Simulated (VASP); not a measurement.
Crystal: BN.

```
N B
1.0
     1.23421    0.71257    3.32735
    -1.23421    0.71257    3.32735
     0.00000   -1.42515    3.32735
N B
1 1
Direct
  0.66724 0.66724 0.66724
  0.00033 0.00033 0.00033
```

This cell differs from its parent crystal: volume scaled by 0.96.

Base run:

```yaml
Program: VASP 6.6.1
Functional: PBEsol
Potentials_or_basis: VASP PAW PBE potentials, release 64 (N, B)
Cutoff: 520 eV
k_mesh: 12 × 12 × 12
Occupations: fermi-dirac, width 0.05 eV
Spin: no spin polarisation
```

Its results: band gap on the k mesh 4.22 eV, indirect (least direct gap 4.74 eV); pressure 11.6 GPa.

Problem. The run is repeated on the same cell with these changes: functional from PBEsol to r2SCAN. What comes out?

Solution. Band gap on the k mesh 4.89 eV, indirect (least direct gap 5.51 eV); pressure 10.8 GPa.

r2SCAN gives the wider gap, since meta-GGAs in the generalised Kohn-Sham scheme recover part of the derivative discontinuity.

Caveats: the PAW data sets were made with another functional, which shifts forces and pressure a little.

A k mesh can miss the band edges.
